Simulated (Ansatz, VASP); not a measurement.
**SiC3 in VASP and in Ansatz**

File INCAR:

```
SYSTEM = SiC3
PREC     = Accurate       ! precision mode
ENCUT    = 520            ! plane-wave cutoff, eV
EDIFF    = 1E-6           ! SCF threshold, eV
ISMEAR   = 0              ! smearing method
SIGMA    = 0.01           ! smearing width, eV
LREAL    = .FALSE.        ! projectors in reciprocal space
LASPH    = .TRUE.         ! aspherical terms in the spheres
NELM     = 100            ! most SCF steps
ALGO     = Normal         ! electronic algorithm
ISIF     = 2              ! what is computed and relaxed
LWAVE    = .FALSE.        ! write WAVECAR
LCHARG   = .TRUE.         ! write CHGCAR
GGA      = PE             ! functional
LELF     = .TRUE.         ! ELF
LVHAR    = .TRUE.       
NBANDS   = 16             ! bands
```

KPOINTS

```
regular mesh
0
G
  8 8 6
  0 0 0
```

Contents of POSCAR:

```
SiC3
1.0
    2.8575969524      0.0000000000      0.0000000000
    0.0000000000      2.8575969524      0.0000000000
    0.0000000000      0.0000000000      4.1926862773
C Si
3 1
Direct
    0.5000000000      0.0000000000      0.7880665833
    0.5000000000      0.5000000000      0.0000000000
    0.0000000000      0.5000000000      0.2119334167
    0.0000000000      0.0000000000      0.5000000000
```

Input for Ansatz:

```yaml
crystal:
  lattice:
    - [2.8575969524, 0.0, 0.0]
    - [0.0, 2.8575969524, 0.0]
    - [0.0, 0.0, 4.1926862773]
  atoms:
    - { symbol: C, position: [0.5, 0.0, 0.7880665833] }
    - { symbol: C, position: [0.5, 0.5, 0.0] }
    - { symbol: C, position: [0.0, 0.5, 0.2119334167] }
    - { symbol: Si, position: [0.0, 0.0, 0.5] }
kpoints:
  mp_grid: { grid: [8, 8, 6] }
hamiltonian:
  xc: pbe
scf:
  occupations: { method: fixed }
  n_extra_bands: 5
output:
  forces: true
  stress: true
  eigenvalues: true
```

Alike in both runs: task single point; functional PBE; k mesh 8 × 8 × 6; no spin polarisation.

|  | VASP | Ansatz |
| --- | --- | --- |
| version | VASP 6.6.1 | Ansatz 0.2.0 |
| potentials or method | VASP PAW PBE potentials, release 64 (C, Si) | plane waves, PAW |
| plane-wave cutoff (eV) | 520 | 420 |
| occupations | gaussian, width 0.01 eV | fixed |
| valence electrons in the cell | 16 | 16 |

Ansatz gave:

```
gap on the k mesh at the Fermi level (eV)                     : 1.50
pressure (GPa)                                                : -14.7
traceless stress, the component that is largest in VASP (GPa) : -1.23
rms of the force components (eV/Å)                            : 0.107
```

Which values does VASP return?

gap on the k mesh at the Fermi level (eV): 1.49; pressure (GPa): -14.6; traceless stress, the component that is largest in VASP (GPa): -1.30; rms of the force components (eV/Å): 0.112.

Atom by atom the forces differ by 0.005 eV/Å (rms over components).
